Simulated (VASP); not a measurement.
A run of VASP 6.6.1:

Contents of INCAR:

```
  PREC = Accurate
  ENCUT = 520
  EDIFF = 1E-7
  ISMEAR = 0
  SIGMA = 0.1
  LREAL = F
  LASPH = T
  NELM = 100
  ALGO = Normal
  ISIF = 2
  LWAVE = F
  LCHARG = F
  NBANDS = 26
```

File KPOINTS:

```
Automatic mesh
0
Gamma
  10 10 8
```

Contents of POSCAR:

```
InGaAs2
1.0
    4.1026774743      0.0000000000      0.0000000000
    0.0000000000      4.1026774743      0.0000000000
    0.0000000000      0.0000000000      5.8440390488
In Ga As
1 1 2
Direct
    0.0000000000      0.0000000000      0.5000000000
    0.5000000000      0.5000000000      0.0000000000
    0.5000000000      0.0000000000      0.7698581903
    0.0000000000      0.5000000000      0.2301418097
```

Potentials or basis: VASP PAW LDA potentials, release 64 (In_d, Ga_d, As).

Command:

```bash
$ cat potpaw_LDA.64/In_d/POTCAR potpaw_LDA.64/Ga_d/POTCAR potpaw_LDA.64/As/POTCAR > POTCAR
$ mpirun -np 1 vasp_std > vasp.out
```

Hardware: 1 thread of Oxide Virtual Turin-like Processor, on a shared host.

Question: How long does it take, and how much memory?

Answer: It took 6.3 min on 1 thread of Oxide Virtual Turin-like Processor, with other jobs on the host, peak memory 0.35 GiB. Counts: scf iterations 14, k points 105.
